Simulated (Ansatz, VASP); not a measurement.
**CuSn4: VASP beside Ansatz**

```
Cu Sn
1.0
    -3.21233    3.21233    3.21233
     3.21233   -3.21233    3.21233
     3.21233    3.21233   -3.21233
Cu Sn
1 4
Direct
  0.00000 0.00000 0.00000
  0.00000 0.00000 0.50002
  0.50002 0.00000 0.00000
  0.00000 0.50002 0.00000
  0.49998 0.49998 0.49998
```

Change from the starting cell: species swapped into the H4C type (I-43m, No. 217).

Alike in both runs: functional PBE; k mesh 4 × 4 × 4; occupations gaussian, width 0.1 eV; no spin polarisation.

Ansatz relaxed the structure, and its values are those at the end. VASP's run is a single point on that final structure, the one shown.

|  | VASP | Ansatz |
| --- | --- | --- |
| version | VASP 6.6.1 | Ansatz 0.2.0 |
| potentials or method | VASP PAW PBE potentials, release 64 (Cu, Sn_d), cutoff 520 eV | scalar-relativistic, plane waves, PAW |
| valence electrons in the cell | 67 | 75 |

```tsv
	VASP	Ansatz	Ansatz less VASP
gap on the k mesh at the Fermi level (eV)	none	none	-
pressure (GPa)	-0.1	-0.1	+0.04
```

A gap of «none» marks a metal or a gap that the smearing closes. The functional is the same, so the differences come from potentials, cutoffs and numerics. VASP's potentials hold 67 valence electrons a cell and Ansatz's 75, so a difference there can come from the potentials and not from the codes.
